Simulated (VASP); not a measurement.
The system is Ti.

```
Ti
1.0
     0.00000    1.92439    1.92439
     1.92439    0.00000    1.92439
     1.92439    1.92439    0.00000
Ti
1
Direct
  0.00000 0.00000 0.00000
```

Base run:

| Property | Result |
| --- | --- |
| Program | VASP 6.6.1 |
| Functional | PBE |
| Potentials or basis | VASP PAW PBE potentials, release 64 (Ti_sv) |
| Cutoff | 520 eV |
| k mesh | 20 × 20 × 20 |
| Occupations | gaussian, width 0.15 eV |
| Spin | collinear spin, ferromagnetic start |
| Starting moments | [1.0] μB |
| Fixed moment | 1 μB |

Its results: pressure 34.3 GPa; site moments Ti +0.73 μB.

Problem. The run is repeated on the same cell with these changes: fixed moment from 1 μB to 0.625 μB; moments at the start from [1.0] to [0.62]. What comes out?

Solution. Pressure 31.2 GPa; site moments Ti +0.46 μB.

Caveats: the total moment is fixed, so each spin has its own Fermi level.
